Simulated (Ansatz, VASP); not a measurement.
Two plane-wave programs on PbS

```
CELL_PARAMETERS angstrom
2.77745 -2.72472 0.04267
2.77745 2.72472 0.04267
-0.85026 0.00000 11.71774
ATOMIC_POSITIONS crystal
Pb 0.77023 0.77023 0.63745
Pb 0.22977 0.22977 0.36255
S 0.27080 0.27080 0.60035
S 0.72920 0.72920 0.39965
```

Alike in both runs: task single point; functional PBE; k mesh 8 × 8 × 4; occupations gaussian, width 0.02 eV; no spin polarisation.

```csv
,VASP,Ansatz
version,VASP 6.6.1,Ansatz 0.2.0
potentials or method,"VASP PAW PBE potentials, release 64 (Pb_d, S), cutoff 520 eV","scalar-relativistic, plane waves, PAW"
valence electrons in the cell,40,40
```

|  | VASP | Ansatz | Ansatz less VASP |
| --- | --- | --- | --- |
| gap on the k mesh at the Fermi level (eV) | 0.54 | 0.55 | +0.002 |
| least direct gap on the mesh (eV) | 0.90 | 0.90 | -0.002 |
| rms of the force components (eV/Å) | 0.179 | 0.182 | +0.0023 |

Atom by atom the forces differ by 0.003 eV/Å (rms over components).

Neither program's run includes spin-orbit coupling.
